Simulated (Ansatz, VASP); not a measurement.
**ZrS: VASP beside Ansatz**

Contents of INCAR:

```
PREC = Accurate ; ENCUT = 520
EDIFF = 1E-6 ; ISMEAR = 0
SIGMA = 0.15 ; LREAL = False
LASPH = True ; NELM = 80
ALGO = Normal ; ISIF = 2
LWAVE = False ; LCHARG = False
GGA = PS ; NBANDS = 16
```

The input KPOINTS:

```
Automatic mesh
0
Gamma
  16 16 16
```

File POSCAR:

```
ZrS
1.0
    0.0000000000      2.5068750000      2.6250000000
    2.7431250000      0.0000000000      2.6250000000
    2.7431250000      2.5068750000      0.0000000000
Zr S
1 1
Direct
    0.0000000000      0.0000000000      0.0000000000
    0.5000000000      0.5000000000      0.5000000000
```

Input for Ansatz:

```yaml
crystal:
  lattice:
    - [0.0, 2.506875, 2.625]
    - [2.743125, 0.0, 2.625]
    - [2.743125, 2.506875, 0.0]
  atoms:
    - { symbol: Zr, position: [0.0, 0.0, 0.0] }
    - { symbol: S, position: [0.5, 0.5, 0.5] }
basis:
  ecutwfc: 420
kpoints:
  mp_grid: { grid: [16, 16, 16] }
hamiltonian:
  xc: pbesol
scf:
  occupations: { method: gaussian, width: 0.15 }
output:
  forces: true
  stress: true
  eigenvalues: true
```

Change from the starting cell: strain +0.0450 x Voigt [1, -1, 0, 0, 0, 0], atoms carried along.

Alike in both runs: task single point; functional PBEsol; k mesh 16 × 16 × 16; occupations gaussian, width 0.15 eV; no spin polarisation.

|  | VASP | Ansatz |
| --- | --- | --- |
| version | VASP 6.6.1 | Ansatz 0.2.0 |
| potentials or method | VASP PAW PBE potentials, release 64 (Zr_sv, S), cutoff 520 eV | scalar-relativistic, plane waves, PAW |
| valence electrons in the cell | 18 | 18 |

|  | VASP | Ansatz | Ansatz less VASP |
| --- | --- | --- | --- |
| gap on the k mesh at the Fermi level (eV) | none | none | - |
| pressure (GPa) | -3.8 | -4.0 | -0.22 |
| traceless stress, the component that is largest in VASP (GPa) | 12.33 | 12.24 | -0.090 |

VASP's potentials were made for PBE, not for PBEsol. A gap of «none» marks a metal or a gap that the smearing closes.
